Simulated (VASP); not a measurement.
A run of VASP 6.6.1 is set up as follows.

INCAR

```
SYSTEM = P
PREC = Accurate ; ENCUT = 520
EDIFF = 1E-6 ; ISMEAR = 0
SIGMA = 0.05 ; LREAL = .FALSE.
LASPH = .TRUE. ; NELM = 100
ALGO = Normal ; ISIF = 2
LWAVE = .FALSE. ; LCHARG = .FALSE.
GGA = PE ; IVDW = 12
NBANDS = 8
```

File KPOINTS:

```
Automatic mesh
0
G
  22 22 22
  0 0 0
```

File POSCAR:

```
P
1.0
   -1.3673101980      1.3673101980      1.3673101980
    1.3673101980     -1.3673101980      1.3673101980
    1.3673101980      1.3673101980     -1.3673101980
P
1
Direct
    0.0000000000      0.0000000000      0.0000000000
```

Potentials or basis: VASP PAW PBE potentials, release 64 (P).

Launch:

```sh
$ cat potpaw_PBE.64/P/POTCAR > POTCAR
$ mpirun -np 1 vasp_std > vasp.out
```

Problem. What does it give for the pressure?

Solution. 49.6 GPa.

Problem. What does it give for the dispersion energy per atom?

Solution. -0.689 eV.

Caveat: pairwise dispersion overbinds metals, which lowers pressure and volume.
